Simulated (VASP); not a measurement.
Set up this calculation in VASP 6.6.1, as the native input.

* Task: single point
* Functional: PBEsol
* Potentials or basis: VASP PAW PBE potentials, release 64 (Tl_d)
* Cutoff: 520 eV
* k mesh: 12 × 12 × 8
* Occupations: gaussian, width 0.1 eV
* Spin: no spin polarisation
* Dipole correction: no
* Further INCAR settings: ALGO = Fast; EDIFF = 1e-07; NBANDS = 20

The structure of Tl lies in POSCAR:

```
Tl
1.0
    3.4085129391      0.0268185472      0.0000000000
   -1.6810309264      2.9652666428      0.0000000000
    0.0000000000      0.0000000000      5.5567135000
Tl
2
Direct
    0.3500390782      0.6499609218      0.2500000000
    0.6499609218      0.3500390782      0.7500000000
```

This cell differs from its parent crystal: strained and its atoms moved.

These files were run (other wordings do the same):

INCAR

```
SYSTEM = Tl
ALGO = Fast
EDIFF = 1E-7
ENCUT = 520
GGA = PS
ISIF = 2
ISMEAR = 0
LASPH = .TRUE.
LCHARG = .TRUE.
LELF = .TRUE.
LREAL = .FALSE.
LVHAR = .TRUE.
LWAVE = .FALSE.
NBANDS = 20
NELM = 100
PREC = Accurate
SIGMA = 0.1
```

KPOINTS

```
k-points
0
G
  12 12 8
  0 0 0
```

Potentials or basis: VASP PAW PBE potentials, release 64 (Tl_d).

Launch:

```bash
$ cat potpaw_PBE.64/Tl_d/POTCAR > POTCAR
$ mpirun -np 1 vasp_std > vasp.out
```

Results of the run:

```json
{
 "Pressure": "0.5 GPa",
 "Largest force": "0.080 eV/Å",
 "Band gap on the k mesh": "zero (bands 13 and 14 overlap by 5.85 eV)"
}
```

Caveat: the cell differs from its parent crystal (strained and its atoms moved); the PAW data sets were made with another functional, which shifts forces and pressure a little; spin-orbit coupling is left out, which moves the levels of the heavy elements.

It took 6 min on 1 thread of Intel Xeon 8259CL (shared host), peak memory 0.32 GiB.
